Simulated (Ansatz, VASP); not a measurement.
MgO in VASP and in Ansatz

File INCAR:

```
PREC     = Accurate       # precision mode
ENCUT    = 600            # plane-wave cutoff, eV
EDIFF    = 1E-6           # SCF threshold, eV
ISMEAR   = 0              # smearing method
SIGMA    = 0.01           # smearing width, eV
LREAL    = False          # projectors in reciprocal space
LASPH    = True           # aspherical terms in the spheres
NELM     = 120            # most SCF steps
ALGO     = Normal         # electronic algorithm
ISIF     = 2              # what is computed and relaxed
LWAVE    = False          # write WAVECAR
LCHARG   = False          # write CHGCAR
NBANDS   = 11             # bands
GGA_COMPAT= False
```

KPOINTS

```
Automatic mesh
0
Gamma
  8 8 8
```

The input POSCAR:

```
MgO
1.0
    0.0000000000      2.0595237678      2.0929403819
    2.0595237678      0.0000000000      2.0929403819
    2.0595237678      2.0595237678      0.0000000000
Mg O
1 1
Direct
    0.0000000000      0.0000000000      0.0000000000
    0.5000000000      0.5000000000      0.5000000000
```

Input for Ansatz:

```yaml
crystal:
  lattice:
    - [0.0, 2.0595237678, 2.0929403819]
    - [2.0595237678, 0.0, 2.0929403819]
    - [2.0595237678, 2.0595237678, 0.0]
  atoms:
    - { symbol: Mg, position: [0.0, 0.0, 0.0] }
    - { symbol: O, position: [0.5, 0.5, 0.5] }
basis:
  ecutwfc: 420
kpoints:
  mp_grid: { grid: [8, 8, 8] }
  band_path:
    path:
      - [0.0, 0.0, 0.0]
      - [0.0, 0.0, 0.0]
      - [0.0, 0.0, 0.0]
      - [0.0, 0.0, 0.0]
      - [0.0, 0.0, 0.0]
      - [0.0, 0.0, 0.0]
      - [0.0, 0.0, 0.0]
      - [0.0, 0.0, 0.0]
      - [0.0, 0.0, 0.0]
      - [0.0, 0.0, 0.0]
      - [0.0, 0.0, 0.0]
      - [0.0, 0.0, 0.0]
      - [0.0, 0.0, 0.0]
      - [0.0, 0.0, 0.0]
      - [0.0, 0.0, 0.0]
      - [0.0, 0.0, 0.0]
      - [0.0, 0.0, 0.0]
      - [0.0, 0.0, 0.0]
      - [0.0, 0.0, 0.0]
      - [0.0, 0.0, 0.0]
      - [0.0, 0.0, 0.0]
      - [0.0, 0.0, 0.0]
      - [0.0, 0.0, 0.0]
      - [0.0, 0.0, 0.0]
      - [0.0, 0.0, 0.0]
      - [0.0, 0.0, 0.0]
      - [0.3, 0.3, 0.0]
      - [0.3166666667, 0.3166666667, 0.0]
      - [0.3333333333, 0.3333333333, 0.0]
      - [0.35, 0.35, 0.0]
      - [0.3666666667, 0.3666666667, 0.0]
      - [0.3833333333, 0.3833333333, 0.0]
      - [0.4, 0.4, 0.0]
      - [0.4166666667, 0.4166666667, 0.0]
      - [0.4333333333, 0.4333333333, 0.0]
      - [0.45, 0.45, 0.0]
      - [0.4666666667, 0.4666666667, 0.0]
      - [0.4833333333, 0.4833333333, 0.0]
      - [0.5, 0.5, 0.0]
      - [0.0, 0.3, 0.3]
      - [0.0, 0.3166666667, 0.3166666667]
      - [0.0, 0.3333333333, 0.3333333333]
      - [0.0, 0.35, 0.35]
      - [0.0, 0.3666666667, 0.3666666667]
      - [0.0, 0.3833333333, 0.3833333333]
      - [0.0, 0.4, 0.4]
      - [0.0, 0.4166666667, 0.4166666667]
      - [0.0, 0.4333333333, 0.4333333333]
      - [0.0, 0.45, 0.45]
      - [0.0, 0.4666666667, 0.4666666667]
      - [0.0, 0.4833333333, 0.4833333333]
      - [0.0, 0.5, 0.5]
      - [0.5, 0.5, 0.5]
      - [0.5, 0.5, 0.5]
      - [0.5, 0.5, 0.5]
      - [0.5, 0.5, 0.5]
      - [0.5, 0.5, 0.5]
      - [0.5, 0.5, 0.5]
      - [0.5, 0.5, 0.5]
      - [0.5, 0.5, 0.5]
      - [0.5, 0.5, 0.5]
      - [0.5, 0.5, 0.5]
      - [0.5, 0.5, 0.5]
      - [0.5, 0.5, 0.5]
      - [0.5, 0.5, 0.5]
      - [0.0, 0.0, 0.5]
      - [0.0, 0.0, 0.5]
      - [0.0, 0.0, 0.5]
      - [0.0, 0.0, 0.5]
      - [0.0, 0.0, 0.5]
      - [0.0, 0.0, 0.5]
      - [0.0, 0.0, 0.5]
      - [0.0, 0.0, 0.5]
      - [0.0, 0.0, 0.5]
      - [0.0, 0.0, 0.5]
      - [0.0, 0.0, 0.5]
      - [0.0, 0.0, 0.5]
      - [0.0, 0.0, 0.5]
      - [0.5, 0.5, 0.5]
      - [0.5, 0.5, 0.5]
      - [0.5, 0.5, 0.5]
      - [0.5, 0.5, 0.5]
      - [0.5, 0.5, 0.5]
      - [0.5, 0.5, 0.5]
      - [0.5, 0.5, 0.5]
      - [0.5, 0.5, 0.5]
      - [0.5, 0.5, 0.5]
      - [0.5, 0.5, 0.5]
      - [0.5, 0.5, 0.5]
      - [0.5, 0.5, 0.5]
      - [0.5, 0.5, 0.5]
      - [0.0, 0.0, 0.5]
      - [0.0, 0.0, 0.5]
      - [0.0, 0.0, 0.5]
      - [0.0, 0.0, 0.5]
      - [0.0, 0.0, 0.5]
      - [0.0, 0.0, 0.5]
      - [0.0, 0.0, 0.5]
      - [0.0, 0.0, 0.5]
      - [0.0, 0.0, 0.5]
      - [0.0, 0.0, 0.5]
      - [0.0, 0.0, 0.5]
      - [0.0, 0.0, 0.5]
      - [0.0, 0.0, 0.5]
    npoints: 1
hamiltonian:
  xc: lda
  pseudopotentials: { kind: paw, azcp: { folder: soft_1 } }
scf:
  occupations: { method: fixed }
  n_extra_bands: 5
output:
  eigenvalues: true
```

Alike in both runs: task single point; functional LDA; k mesh 8 × 8 × 8; no spin polarisation.

```csv
,VASP,Ansatz
version,VASP 6.6.1,Ansatz 0.2.0
potentials or method,"VASP PAW LDA potentials, release 64 (Mg, O), cutoff 600 eV","scalar-relativistic, plane waves, PAW"
occupations,"gaussian, width 0.01 eV",fixed
valence electrons in the cell,8,16
```

```csv
,VASP,Ansatz,Ansatz less VASP
gap on the k mesh at the Fermi level (eV),5.15,5.15,+0.003
least direct gap on the mesh (eV),5.15,5.15,+0.003
```

Ansatz warns that its potentials were made for another functional, while VASP's fit it. LDA's correlation is that of Perdew and Zunger in VASP and of Perdew and Wang (1992) in Ansatz. VASP's potentials hold 8 valence electrons a cell and Ansatz's 16, so a difference there can come from the potentials and not from the codes.
